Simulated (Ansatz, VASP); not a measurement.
## Ta3Ti in VASP and in Ansatz

```
Ti Ta
1.0
     0.00000    3.30050    3.30050
     3.30050    0.00000    3.30050
     3.30050    3.30050    0.00000
Ti Ta
1 3
Cartesian
  0.0000 0.0000 0.0000
  1.6502 1.6502 1.6502
  4.9507 4.9507 4.9507
  3.3005 3.3005 3.3005
```

Change from the starting cell: species swapped into the NdCd3 type (Fm-3m, No. 225).

Alike in both runs: task single point; functional PBE; k mesh 4 × 4 × 4; occupations gaussian, width 0.1 eV; collinear spin.

|  | VASP | Ansatz |
| --- | --- | --- |
| version | VASP 6.6.1 | Ansatz 0.2.0 |
| potentials or method | VASP PAW PBE potentials, release 64 (Ti_sv, Ta_pv), cutoff 520 eV | scalar-relativistic, plane waves, PAW |
| valence electrons in the cell | 45 | 51 |

```tsv
	VASP	Ansatz	Ansatz less VASP
gap on the k mesh at the Fermi level (eV)	none	none	-
pressure (GPa)	-0.5	-0.5	-0.10
net moment per atom (μB)	0.00	0.27	+0.270
size of the moment on the site where the two differ most (μB)	0.00	0.31	+0.313
```

The net moments are unlike, so the other rows may belong to different states. Site moments also hang on the region over which each program counts them. A gap of «none» marks a metal or a gap that the smearing closes. VASP's potentials hold 45 valence electrons a cell and Ansatz's 51, so a difference there can come from the potentials and not from the codes.

The k mesh is coarse, so the values compare programs but aren't converged. Spin-orbit coupling is off throughout.
